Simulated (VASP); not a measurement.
Write the native input for VASP 6.6.1 that does the following.

- Task: single point
- Functional: PBE
- Potentials or basis: VASP PAW PBE potentials, release 64 (Ti_sv, Si)
- Cutoff: 520 eV
- k mesh: 1 × 1 × 1, shifted
- Occupations: fermi-dirac, width 0.2344 eV
- Spin: no spin polarisation
- Dipole correction: no
- Further INCAR settings: LREAL = Auto; ALGO = Normal; EDIFF = 1e-07; NBANDS = 75; ISYM = 0

The structure of TiSi2 lies in POSCAR:

```
TiSi2
1.0
    6.6632510000      0.2460850000     -0.0945350000
    0.2460850000      6.4484990000     -0.0081680000
   -0.0945350000     -0.0081680000      6.7432540000
Ti Si
6 12
Direct
    0.4865855442      0.3022441188      0.9276813678
    0.4238255888      0.8223510725      0.7775696000
    0.1018348538      0.5490105285      0.5645046555
    0.7562782638      0.9468428812      0.3888478142
    0.0756069189      1.0672897316      0.7075778434
    0.9642014786      0.7186193847      0.0522654893
    0.4773874953      0.0051995405      0.1446050077
    0.5087780739      0.4420900099      0.4989763587
    0.1736617916      0.9239901774      0.3836063819
    0.7850946568      0.6950898059      0.6760451878
    0.0591426752      0.0960469093      1.1163716455
    0.2031448560      0.4145666902      0.2317322586
    0.4485170833      0.1214065514      0.5558706837
    0.7319589965      1.0032137975      0.9517996792
    0.3841953926      0.6635064085      0.1040811204
    0.8069067068      0.3247369905      0.6594999057
    1.0635005516      0.3897897623      0.9139845285
    0.8498220147      0.3774201178      0.2831418914
```

The input as run:

INCAR

```
SYSTEM = TiSi2
PREC = Accurate
ENCUT = 520
EDIFF = 1E-7
ISMEAR = -1
SIGMA = 0.2344
LREAL = Auto
LASPH = .TRUE.
NELM = 60
ALGO = Normal
ISIF = 2
LWAVE = .FALSE.
LCHARG = .FALSE.
GGA = PE
ISYM = 0
NBANDS = 75
```

KPOINTS

```
Automatic mesh
0
Gamma
  1 1 1
  0.25 0.25 0.25
```

Potentials or basis: VASP PAW PBE potentials, release 64 (Ti_sv, Si).

Command:

```sh
$ cat potpaw_PBE.64/Ti_sv/POTCAR potpaw_PBE.64/Si/POTCAR > POTCAR
$ mpirun -np 1 vasp_std > vasp.out
```

It gave:

```
Pressure               : 5.9 GPa
Largest force          : 3.138 eV/Å
Band gap on the k mesh : 0.18 eV
```

Caveat: the k points lie up to 0.98 Å⁻¹ apart.

Run time: 42 s on 1 thread of Intel(R) Xeon(R) 6975P-C (Granite Rapids), on a shared host, peak memory 0.32 GiB.
